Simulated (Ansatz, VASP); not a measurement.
**SnTe: VASP beside Ansatz**

Contents of POSCAR:

```
SnTe
1.0
    0.0000000000      3.5431265900      3.5431265900
    3.5431265900      0.0000000000      3.5431265900
    3.5431265900      3.5431265900      0.0000000000
Sn Te
1 1
Direct
    0.0000000000      0.0000000000      0.0000000000
    0.2500000000      0.2500000000      0.2500000000
```

INCAR.step1

```
SYSTEM = SnTe
PREC     = Accurate       ! precision mode
ENCUT    = 520            ! plane-wave cutoff, eV
EDIFF    = 1E-5           ! SCF threshold, eV
ISMEAR   = -1             ! smearing method
SIGMA    = 0.02           ! smearing width, eV
LREAL    = .FALSE.        ! projectors in reciprocal space
LASPH    = .TRUE.         ! aspherical terms in the spheres
NELM     = 60             ! most SCF steps
ALGO     = Normal         ! electronic algorithm
ISIF     = 2              ! what is computed and relaxed
LWAVE    = .TRUE.         ! write WAVECAR
LCHARG   = .FALSE.        ! write CHGCAR
NBANDS   = 17             ! bands
GGA      = PE             ! functional
```

INCAR.step2

```
SYSTEM = SnTe
PREC     = Accurate       ! precision mode
ENCUT    = 520            ! plane-wave cutoff, eV
EDIFF    = 1E-7           ! SCF threshold, eV
ISMEAR   = -1             ! smearing method
SIGMA    = 0.02           ! smearing width, eV
LREAL    = .FALSE.        ! projectors in reciprocal space
LASPH    = .TRUE.         ! aspherical terms in the spheres
NELM     = 60             ! most SCF steps
ALGO     = Normal         ! electronic algorithm
ISIF     = 2              ! what is computed and relaxed
LWAVE    = .FALSE.        ! write WAVECAR
LCHARG   = .FALSE.        ! write CHGCAR
GGA      = PE             ! functional
LHFCALC  = .TRUE.         ! exact exchange
HFSCREEN = 0.2079         ! screening, 1/A
PRECFOCK = Normal       
NBANDS   = 17             ! bands
ISTART   = 1
```

The input KPOINTS:

```
Automatic mesh
0
G
  4 4 4
  0 0 0
```

Input for Ansatz:

```yaml
crystal:
  lattice:
    - [0.0, 3.54312659, 3.54312659]
    - [3.54312659, 0.0, 3.54312659]
    - [3.54312659, 3.54312659, 0.0]
  atoms:
    - { symbol: Sn, position: [0.0, 0.0, 0.0] }
    - { symbol: Te, position: [0.25, 0.25, 0.25] }
kpoints:
  mp_grid: { grid: [4, 4, 4] }
  band_path:
    path:
      - [0.0, 0.0, 0.0]
      - [-0.5, -0.5, 0.0]
      - [-0.375, -0.375, 0.25]
      - [-0.375, 0.0, 0.375]
      - [0.0, 0.0, 0.5]
      - [-0.5, -0.25, 0.25]
    npoints: 1
hamiltonian:
  xc: hse06
scf:
  occupations: { method: fermi_dirac, width: 0.02 }
  n_extra_bands: 4
output:
  forces: true
  stress: true
  eigenvalues: true
```

Change from the starting cell: hydrostatic strain -1.1%.

Alike in both runs: task single point; functional HSE06; k mesh 4 × 4 × 4; occupations fermi-dirac, width 0.02 eV; no spin polarisation.

|  | VASP | Ansatz |
| --- | --- | --- |
| version | VASP 6.6.1 | Ansatz 0.2.0 |
| potentials or method | VASP PAW PBE potentials, release 64 (Sn_d, Te) | plane waves, PAW |
| plane-wave cutoff (eV) | 520 | 420 |
| valence electrons in the cell | 20 | 30 |

```tsv
	VASP	Ansatz	Ansatz less VASP
pressure (GPa)	0.8	0.9	+0.15
```

VASP's potentials hold 20 valence electrons a cell and Ansatz's 30, so a difference there can come from the potentials and not from the codes. Ansatz's warnings: stress exchange threshold loose, stress scf threshold loose.

Spin-orbit coupling is off throughout.
